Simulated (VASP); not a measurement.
A run of VASP 6.6.1 is set up as follows.

File INCAR:

```
ALGO = Normal ; EDIFF = 1E-7
ENCUT = 520 ; GGA = PS
ISIF = 2 ; ISMEAR = -1
LASPH = True ; LCHARG = False
LREAL = Auto ; LWAVE = False
NBANDS = 46 ; NELM = 60
PREC = Accurate ; SIGMA = 0.05
```

The input KPOINTS:

```
k-points
0
Gamma
  6 4 1
```

File POSCAR:

```
AlN
1.0
    2.1888610000     -2.1888610000      0.0000000000
    0.0000000000      0.0000000000      4.3777220000
  -16.8534010000    -16.8534010000      0.0000000000
Al N
8 8
Direct
    0.9941750000      0.0043000000      0.5331500000
    0.9939710000      0.9616790000      0.2814560000
    0.9941320000      0.0042450000      0.6648410000
    0.9941030000      0.0036360000      0.4035490000
    0.4941160000      0.4617490000      0.7194930000
    0.4941510000      0.5042780000      0.4677950000
    0.4941660000      0.5036640000      0.5973980000
    0.4940230000      0.5041830000      0.3361050000
    0.9941190000      0.2623320000      0.7273510000
    0.9941480000      0.2542830000      0.4680360000
    0.9941630000      0.2529540000      0.5980030000
    0.9940240000      0.2575900000      0.3377740000
    0.4941280000      0.7576440000      0.6631720000
    0.4940960000      0.7529150000      0.4029400000
    0.4941660000      0.7543020000      0.5329070000
    0.4939710000      0.7622660000      0.2735950000
```

Potentials or basis: VASP PAW PBE potentials, release 64 (Al, N).

Command:

```console
$ cat potpaw_PBE.64/Al/POTCAR potpaw_PBE.64/N/POTCAR > POTCAR
$ mpirun -np 1 vasp_std > vasp.out
```

Question: What does it give for the largest force?

Answer: 0.032 eV/Å.

Question: What does it give for the band gap on the k mesh?

Answer: 2.71 eV (least direct gap 2.88 eV).

Forces on the atoms (eV/Å):
```
Al   0.006  0.005 -0.003
Al  -0.013 -0.017  0.008
Al   0.006  0.007 -0.012
Al  -0.001  0.001 -0.009
Al   0.015  0.019  0.010
Al  -0.004 -0.002  0.001
Al  -0.002 -0.001 -0.006
Al  -0.008 -0.008 -0.011
N   -0.012 -0.013 -0.013
N   -0.012 -0.012  0.003
N   -0.020 -0.022  0.011
N    0.002  0.001  0.009
N   -0.001 -0.002  0.009
N    0.020  0.020  0.012
N    0.012  0.011  0.002
N    0.013  0.012 -0.013
```

Caveat: the PAW data sets were made with another functional, which shifts forces and pressure a little.
